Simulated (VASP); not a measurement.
A run of VASP 6.6.1:

INCAR

```
PREC     = Accurate       # precision mode
ENCUT    = 520            # plane-wave cutoff, eV
EDIFF    = 1E-6           # SCF threshold, eV
ISMEAR   = 0              # smearing method
SIGMA    = 0.15           # smearing width, eV
LREAL    = F              # projectors in reciprocal space
LASPH    = T              # aspherical terms in the spheres
NELM     = 80             # most SCF steps
ALGO     = Fast           # electronic algorithm
ISIF     = 2              # what is computed and relaxed
LWAVE    = F              # write WAVECAR
LCHARG   = F              # write CHGCAR
GGA      = PE             # functional
NBANDS   = 16             # bands
```

File KPOINTS:

```
Automatic mesh
0
Gamma
  20 20 20
```

The input POSCAR:

```
AlRu
1.0
    3.0040847246      0.0000000000      0.0000000000
    0.0000000000      3.0040847246      0.0000000000
    0.0000000000      0.0000000000      3.0040847246
Al Ru
1 1
Direct
   -0.1059217967     -0.1059217967      0.0000000000
    0.5000000000      0.5000000000      0.5000000000
```

Potentials or basis: VASP PAW PBE potentials, release 64 (Al, Ru_pv).

Launch:

```console
$ cat potpaw_PBE.64/Al/POTCAR potpaw_PBE.64/Ru_pv/POTCAR > POTCAR
$ mpirun -np 1 vasp_std > vasp.out
```

Hardware: 1 thread of Intel Xeon 8259CL (shared host).

Q: How long does it take, and how much memory?

A: It took 8 min on 1 thread of Intel Xeon 8259CL (shared host), peak memory 0.58 GiB. Counts: scf iterations 14, k points 1221.
